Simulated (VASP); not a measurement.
# Si3Br (Cmmm) in VASP: single point with PBE

Aim: the single point of Si3Br with PBE.

All numbers are computed with VASP 6.6.1; they aren't measurements. Logs are shortened: lines on timing, memory, paths and dates and some standing lists are left out, and cuts for length are marked.

## 1. The cell of the first run

It takes space group Cmmm (No. 65, orthorhombic). The conventional cell has a = 3.479 Å, b = 4.755 Å, c = 9.633 Å, α = 90.00°, β = 90.00°, γ = 90.00°. Si (site symmetry mm2) has 10 Si at 2.91 to 3.48 Å and 4 Br at 3.03 to 3.43 Å within 3.8 Å. Si (site symmetry mmm) has 14 Si at 2.91 to 3.48 Å within 3.8 Å. Within 3.9 Å of Br (site symmetry mmm) lie 6 Br at 2.95 to 3.48 Å and 8 Si at 3.03 to 3.43 Å.

The cell was built from a structure type or drawn by symmetry, and may not be a known phase.

## 2. Single point, PBE

The input, INCAR:

```
SYSTEM = Si3Br
PREC     = Accurate       ! precision mode
ENCUT    = 520            ! plane-wave cutoff, eV
EDIFF    = 1E-7           ! SCF threshold, eV
ISMEAR   = 0              ! smearing method
SIGMA    = 0.1            ! smearing width, eV
LREAL    = .False.        ! projectors in reciprocal space
LASPH    = .True.         ! aspherical terms in the spheres
NELM     = 80             ! most SCF steps
ALGO     = Normal         ! electronic algorithm
ISIF     = 2              ! what is computed and relaxed
LWAVE    = .False.        ! write WAVECAR
LCHARG   = .True.         ! write CHGCAR
GGA      = PE             ! functional
LELF     = .True.         ! ELF
LVHAR    = .True.       
NBANDS   = 18             ! bands
```

The input, KPOINTS:

```
Automatic mesh
0
Gamma
  6 6 2
  0 0 0
```

The input, POSCAR:

```
Si3Br
1.0
    1.7396885000     -2.3773177300      0.0000000000
    1.7396885000      2.3773177300      0.0000000000
    0.0000000000      0.0000000000      9.6330474900
Si Br
3 1
Direct
    0.5000000000      0.5000000000      0.7427139900
    0.0000000000      0.0000000000      0.5000000000
    0.5000000000      0.5000000000      0.2572860100
    0.0000000000      0.0000000000      0.0000000000
```

Potentials or basis: VASP PAW PBE potentials, release 64 (Si, Br).

Command:

```console
cat potpaw_PBE.64/Si/POTCAR potpaw_PBE.64/Br/POTCAR > POTCAR
mpirun -np 1 vasp_std > vasp.out
```

OUTCAR:

```text
SYSTEM = Si3Br
   PREC = Accurate
   ENCUT = 520
   EDIFF = 1E-7
   ISMEAR = 0
   LREAL = .False.
   LASPH = .True.
   NELM = 80
   ISIF = 2
   GGA = PE

 ion  position               nearest neighbor table
   1  0.500  0.500  0.743-   2 2.91   2 2.91
   2  0.000  0.000  0.500-   1 2.91   3 2.91   1 2.91   3 2.91
   3  0.500  0.500  0.257-   2 2.91   2 2.91
   4  0.000  0.000  0.000-

  LATTYP: Found a base centered orthorhombic cell.
 ALAT       =     3.4793770000
 B/A-ratio  =     1.3665191958
 C/A-ratio  =     2.7686127402

  Lattice vectors:

 A1 = (   1.7396885000,  -2.3773177300,   0.0000000000)
 A2 = (   1.7396885000,   2.3773177300,   0.0000000000)
 A3 = (   0.0000000000,   0.0000000000,   9.6330474900)

Analysis of symmetry for initial positions (statically):
=====================================================================
 Subroutine PRICEL returns:
 Original cell was already a primitive cell.

 Routine SETGRP: Setting up the symmetry group for a
 base centered orthorhombic supercell.

 Subroutine GETGRP returns: Found  8 space group operations
 (whereof  8 operations were pure point group operations)
 out of a pool of  8 trial point group operations.

The static configuration has the point symmetry D_2h.

Analysis of symmetry for dynamics (positions and initial velocities):
=====================================================================
 Subroutine PRICEL returns:
 Original cell was already a primitive cell.

 Routine SETGRP: Setting up the symmetry group for a
 base centered orthorhombic supercell.

 Subroutine GETGRP returns: Found  8 space group operations
 (whereof  8 operations were pure point group operations)
 out of a pool of  8 trial point group operations.

The dynamic configuration has the point symmetry D_2h.

 Subroutine INISYM returns: Found  8 space group operations
 (whereof  8 operations are pure point group operations),
 and found     1 'primitive' translations

----------------------------------------------------------------------------------------

                                     Primitive cell

  volume of cell :      79.6806

  direct lattice vectors                    reciprocal lattice vectors
     1.739688500 -2.377317730  0.000000000     0.287407774 -0.210321066  0.000000000
     1.739688500  2.377317730  0.000000000     0.287407774  0.210321066  0.000000000
[... 89 lines left out ...]
   EDIFF  = 0.1E-06   stopping-criterion for ELM
   LREAL  =      F    real-space projection
   EDIFFG = 0.1E-05   stopping-criterion for IOM
   NSW    =      0    number of steps for IOM
   IBRION =     -1    ionic relax: 0-MD 1-quasi-New 2-CG
   NFREE  =      0    steps in history (QN), initial steepest desc. (CG)
   ISIF   =      2    stress and relaxation
   ISYM   =      2    0-nonsym 1-usesym 2-fastsym
   POTIM  = 0.5000    time-step for ionic-motion
   TEBEG  =    0.0;   TEEND  =   0.0 temperature during run
   PSTRESS=    0.0 pullay stress
   NELECT =      19.0000    total number of electrons
   NUPDOWN=      -1.0000    fix difference up-down
   EMIN   =  10.00;   EMAX   =-10.00  energy-range for DOS
   EFERMI =   0.00;   METHOD = LEGACY
   ISMEAR =     0;   SIGMA  =   0.10  broadening in eV -4-tet -1-fermi 0-gaus
   EFERMI_NEDOS =   21; number of points for ismear=-14 and -15
   IALGO  =     38    algorithm
   IMIX   =      4    mixing-type and parameters
     AMIX     =   0.40;   BMIX     =  1.00
     AMIX_MAG =   1.60;   BMIX_MAG =  1.00
  volume/ion in A,a.u.               =      19.92       134.43
  Fermi-wavevector in a.u.,A,eV,Ry     =   1.015177  1.918407 14.021959  1.030585
  Thomas-Fermi vector in A             =   2.148448
   LORBIT       =      0    0 simple, 1 ext, 2 COOP (PROOUT), +10 PAW based schemes
   GGA     = PE    functional components
   LHFCALC =     F    Hartree Fock is set to
   AEXX    =    0.0000 exact exchange contribution
   IVDW    =     0    specifies the selected vdW correction
   LEPSILON=     F    determine dielectric tensor
   LRPA    =     F    only Hartree local field effects (RPA)
 non-spin polarized calculation
 Gauss-broadening in eV      SIGMA  =   0.10
  energy-cutoff  :      520.00
  volume of cell :       79.68
 maximum number of plane-waves:      2188
 NGX is ok and might be reduce to    24
   NGX = 11   NGY = 11   NGZ = 35

 number of electron      18.9999999 magnetization

 Free energy of the ion-electron system (eV)
  ---------------------------------------------------
  ext. energy  EPLUGINS =         0.00000000
  ---------------------------------------------------
  free energy    TOTEN  =       -14.76640080 eV

  energy without entropy =      -14.75327527  energy(sigma->0) =      -14.75983803

 E-fermi :   6.2739     XC(G=0): -10.1025

 val. band max:        6.2644561544   @ k =  -0.3333   0.1667   0.5000
 cond. band min:       6.3602406823   @ k =  -0.3333   0.3333   0.0000
 fundamental gap:      0.0957845278
 Fermi energy:         6.2739023896

 k-point     1 :       0.0000    0.0000    0.0000
  band No.  band energies     occupation
      1     -10.6154      2.00000
      2      -5.2216      2.00000
      3      -4.1607      2.00000
      4      -1.1558      2.00000
      5       0.4351      2.00000
      6       5.7418      2.00000
[... 481 lines left out ...]
      5       1.6836      2.00000
      6       2.2951      2.00000
[... 10 lines left out ...]
     17      11.7137      0.00000
     18      11.7674      0.00000

 [... further k-points ...]

------------------------ aborting loop because EDIFF is reached ----------------------------------------

  FORCE on cell =-STRESS in cart. coord.  units (eV):
  Direction    XX          YY          ZZ          XY          YZ          ZX
  --------------------------------------------------------------------------------------
  -------------------------------------------------------------------------------------
  Total       -3.3360663     -0.8843053     -2.1982603      0.0000000      0.0000000      0.0000000
  in kB      -67.0799666    -17.7811723    -44.2015269      0.0000000      0.0000000      0.0000000
  external PRESSURE =     -43.0208886 kB  Pullay stress =       0.0000000 kB

 VOLUME and BASIS-vectors are now :
 -----------------------------------------------------------------------------
  energy-cutoff  :      520.00
  volume of cell :       79.68
      direct lattice vectors                 reciprocal lattice vectors
     1.739688500 -2.377317730  0.000000000     0.287407774 -0.210321066  0.000000000
     1.739688500  2.377317730  0.000000000     0.287407774  0.210321066  0.000000000
     0.000000000  0.000000000  9.633047490     0.000000000  0.000000000  0.103809309

 POSITION                                       TOTAL-FORCE (eV/Angst)
 -----------------------------------------------------------------------------------
      1.73969      0.00000      7.15460         0.000000      0.000000     -0.721329
      0.00000      0.00000      4.81652         0.000000      0.000000      0.000000
      1.73969      0.00000      2.47845        -0.000000      0.000000      0.721329
      0.00000      0.00000      0.00000         0.000000      0.000000      0.000000
 -----------------------------------------------------------------------------------
    total drift:                                0.000000     -0.000000     -0.000000

  FREE ENERGIE OF THE ION-ELECTRON SYSTEM (eV)
  ---------------------------------------------------
  free  energy   TOTEN  =       -14.7664008002 eV

  energy  without entropy=      -14.7532752675  energy(sigma->0) =      -14.75983803
```

OSZICAR:

```text
N       E                     dE             d eps       ncg     rms          rms(c)
DAV:   1     0.421845301264E+02    0.42185E+02   -0.72071E+03   936   0.862E+02
DAV:   2    -0.119409055830E+02   -0.54125E+02   -0.51496E+02  1294   0.128E+02
DAV:   3    -0.148344983902E+02   -0.28936E+01   -0.28139E+01  1156   0.261E+01
DAV:   4    -0.148588238816E+02   -0.24325E-01   -0.24298E-01  1142   0.297E+00
DAV:   5    -0.148590432825E+02   -0.21940E-03   -0.21937E-03  1102   0.277E-01    0.761E+00
DAV:   6    -0.147890232438E+02    0.70020E-01   -0.17250E-01  1070   0.182E+00    0.463E+00
DAV:   7    -0.148478121393E+02   -0.58789E-01   -0.20474E-01  1078   0.240E+00    0.199E+00
DAV:   8    -0.147671001641E+02    0.80712E-01   -0.14317E-01  1154   0.211E+00    0.305E-01
DAV:   9    -0.147664027450E+02    0.69742E-03   -0.12771E-02  1044   0.596E-01    0.271E-01
DAV:  10    -0.147664456752E+02   -0.42930E-04   -0.93018E-04  1156   0.146E-01    0.203E-01
DAV:  11    -0.147664491730E+02   -0.34977E-05   -0.51754E-04  1040   0.103E-01    0.720E-02
DAV:  12    -0.147663997639E+02    0.49409E-04   -0.11474E-04  1000   0.515E-02    0.164E-02
DAV:  13    -0.147664003950E+02   -0.63114E-06   -0.49723E-06  1102   0.114E-02    0.735E-03
DAV:  14    -0.147664012300E+02   -0.83492E-06   -0.84715E-07  1092   0.496E-03    0.625E-03
DAV:  15    -0.147664008613E+02    0.36870E-06   -0.23237E-07   878   0.234E-03    0.154E-03
DAV:  16    -0.147664008002E+02    0.61094E-07   -0.33540E-08   546   0.938E-04
   1 F= -.14766401E+02 E0= -.14759838E+02  d E =-.131255E-01
```

stdout:

```text
POSCAR found type information on POSCAR SiBr
 POSCAR found :  2 types and       4 ions
 scaLAPACK will be used
 LDA part: xc-table for (Slater+PW92), standard interpolation
 POSCAR, INCAR and KPOINTS ok, starting setup
 FFT: planning ... GRIDC
 FFT: planning ... GRID_SOFT
 FFT: planning ... GRID
 WAVECAR not read
 entering main loop
```

It took 16 s on 1 thread of Intel Xeon 6975P-C (Granite Rapids), shared host; peak memory 0.19 GiB.

What came out:

* Free energy: -14.7664 eV
* Pressure: -4.3 GPa
* Largest force: 0.721 eV/Å
* Band gap on the k mesh: zero (an odd number of electrons rules out a gap without spin polarisation)

Forces in eV/Å, atoms in the order of the input:
```
Si   0.000  0.000 -0.721
Si   0.000  0.000  0.000
Si   0.000  0.000  0.721
Br   0.000  0.000  0.000
```

Caveat: the k points lie up to 0.37 Å⁻¹ apart, too coarse for converged energies and pressures of a metal; an odd number of electrons without spin polarisation forces a metal; a magnetic or distorted state may lie lower.
